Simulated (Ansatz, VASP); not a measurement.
# Sr2V: VASP beside Ansatz

```
Sr V
1.0
    -2.01428    2.01428    7.13898
     2.01428   -2.01428    7.13898
     2.01428    2.01428   -7.13898
Sr V
2 1
Direct
  0.63719 0.63719 0.00000
  0.36281 0.36281 0.00000
  0.00000 0.00000 0.00000
```

Alike in both runs: functional PBE; k mesh 6 × 6 × 6; occupations gaussian, width 0.1 eV; collinear spin.

Ansatz relaxed the structure, and its values are those at the end. VASP's run is a single point on that final structure, the one shown.

|  | VASP | Ansatz |
| --- | --- | --- |
| version | VASP 6.6.1 | Ansatz 0.2.0 |
| potentials or method | VASP PAW PBE potentials, release 64 (Sr_sv, V_sv), cutoff 520 eV | scalar-relativistic, plane waves, PAW |
| valence electrons in the cell | 33 | 33 |

|  | VASP | Ansatz | Ansatz less VASP |
| --- | --- | --- | --- |
| gap on the k mesh at the Fermi level (eV) | none | none | - |
| pressure (GPa) | 0.1 | 0.0 | -0.04 |
| net moment per atom (μB) | 1.52 | 1.52 | +0.001 |
| size of the moment on the site where the two differ most (μB) | 3.00 | 3.43 | +0.432 |

Site moments also hang on the region over which each program counts them. A gap of «none» marks a metal or a gap that the smearing closes.

The k mesh is coarse, so the values compare programs but aren't converged.
